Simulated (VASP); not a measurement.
Input of a VASP 6.6.1 run:

The input INCAR:

```
ALGO     = Normal         # electronic algorithm
EDIFF    = 1E-7           # SCF threshold, eV
ENCUT    = 520            # plane-wave cutoff, eV
GGA      = PE             # functional
ISIF     = 2              # what is computed and relaxed
ISMEAR   = -1             # smearing method
ISYM     = 0            
LASPH    = True           # aspherical terms in the spheres
LCHARG   = False          # write CHGCAR
LREAL    = Auto         
LWAVE    = False          # write WAVECAR
NBANDS   = 98             # bands
NELM     = 60             # most SCF steps
PREC     = Accurate       # precision mode
SIGMA    = 0.2396         # smearing width, eV
```

The input KPOINTS:

```
Automatic mesh
0
Gamma
  1 1 1
  0.25 0.25 0.25
```

POSCAR

```
TiCo
1.0
    6.2119360000     -0.0237870000      0.0571590000
   -0.0237870000      6.3309150000     -0.1234120000
    0.0571590000     -0.1234120000      6.2827850000
Ti Co
8 8
Direct
    0.0225479776      0.3085122457      0.8801936233
    0.2023862297      0.5719308824      0.2562363569
    0.0263335217     -0.0348885982      0.1315095345
    0.2598692217      0.2088089417      0.4800112791
    0.5611851783      0.5390560689      0.8982857449
    0.5760087215      0.9405210220      0.1230927841
    0.7542498483      0.8175725691      0.6589480778
    0.7009361757      0.2208116602      0.5483962921
    0.3045430395      0.8314001747      0.4456104073
    0.8235213810      0.6419346694      0.0945185587
    0.9379701851      0.6824282155      0.4816592312
    0.4576861324      0.2788800838      0.1094798353
    0.2762866344      0.0291471723      0.8012287295
    0.9238913912      0.3155191521      0.3321097478
    0.1929294824      0.6573199841      0.8815247566
    0.5652882601      0.5389574088      0.3555815614
```

Potentials or basis: VASP PAW PBE potentials, release 64 (Ti_sv, Co).

Run with:

```bash
$ cat potpaw_PBE.64/Ti_sv/POTCAR potpaw_PBE.64/Co/POTCAR > POTCAR
$ mpirun -np 1 vasp_std > vasp.out
```

Estimate the pressure.

0.0 GPa.

What does it give for the largest force?

4.903 eV/Å.

Stress tensor (GPa, compression positive):
```
-0.03 -1.35 -4.72
-1.35  2.89  2.86
-4.72  2.86 -2.88
```

Caveat: the k points lie up to 1.01 Å⁻¹ apart, too coarse for converged energies, forces and pressures; atoms lie so close that the PAW spheres overlap strongly, which falsifies energies and pressures; the atoms stand as in a frame of molecular dynamics; the run has no spin polarisation, though such a crystal can be magnetic. Spin polarisation is off, so any magnetic state and its effect on volume and gap are missing.
